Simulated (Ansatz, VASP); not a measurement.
# Two plane-wave programs on KF

```xyz
2
Lattice="0.0000 2.6719 2.6719 2.6719 0.0000 2.6719 2.6719 2.6719 0.0000" Properties=species:S:1:pos:R:3 pbc="T T T"
K     0.0000    0.0000    0.0000
F     2.6719    2.6719    2.6719
```

Alike in both runs: task relaxation of cell and atoms; functional r2SCAN; k mesh 12 × 12 × 12; occupations fermi-dirac, width 0.05 eV; no spin polarisation.

|  | VASP | Ansatz |
| --- | --- | --- |
| version | VASP 6.6.1 | Ansatz 0.2.0 |
| potentials or method | VASP PAW PBE potentials, release 64 (K_sv, F) | PAW with Ansatz's default frozen-core files, scalar-relativistic |
| plane-wave cutoff (eV) | 600 | 500 |
| valence electrons in the cell | 16 | 16 |

|  | VASP | Ansatz | Ansatz less VASP |
| --- | --- | --- | --- |
| gap on the k mesh at the Fermi level, each at its own relaxed structure (eV) | 6.92 | 6.91 | -0.007 |
| relaxed volume (Å³/atom) | 18.78 | 18.80 | +0.020 |
| relaxed length of the cell vector where the two differ most in proportion (Å) | 3.759 | 3.760 | +0.0013 |

VASP's potentials were made for PBE, not for r2SCAN.
